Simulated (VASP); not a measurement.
A run of VASP 6.6.1:

File INCAR:

```
PREC = Accurate
ENCUT = 520
EDIFF = 1E-7
ISMEAR = 0
SIGMA = 0.05
LREAL = False
LASPH = True
NELM = 100
ALGO = Normal
ISIF = 2
LWAVE = False
LCHARG = False
GGA = PE
NBANDS = 19
```

File KPOINTS:

```
regular mesh
0
Gamma
  6 6 6
```

POSCAR

```
SrCl2
1.0
    0.0000000000      3.5380783867      3.4818229403
    3.5380783867      0.0000000000      3.4818229403
    3.5380783867      3.5380783867      0.0000000000
Sr Cl
1 2
Direct
    0.0000000000      0.0000000000      0.0000000000
    0.2500000000      0.2500000000      0.2500000000
    0.7500000000      0.7500000000      0.7500000000
```

Potentials or basis: VASP PAW PBE potentials, release 64 (Sr_sv, Cl).

Launch:

```console
$ cat potpaw_PBE.64/Sr_sv/POTCAR potpaw_PBE.64/Cl/POTCAR > POTCAR
$ mpirun -np 1 vasp_std > vasp.out
```

Hardware: 1 thread of Intel(R) Xeon(R) Platinum 8488C (Sapphire Rapids), on a shared host.

Q: Estimate the wall time of this run.

A: Wall time 36 s on 1 thread of Intel(R) Xeon(R) Platinum 8488C (Sapphire Rapids), with other jobs on the host, peak memory 0.25 GiB. Counts: scf iterations 14, k points 30.
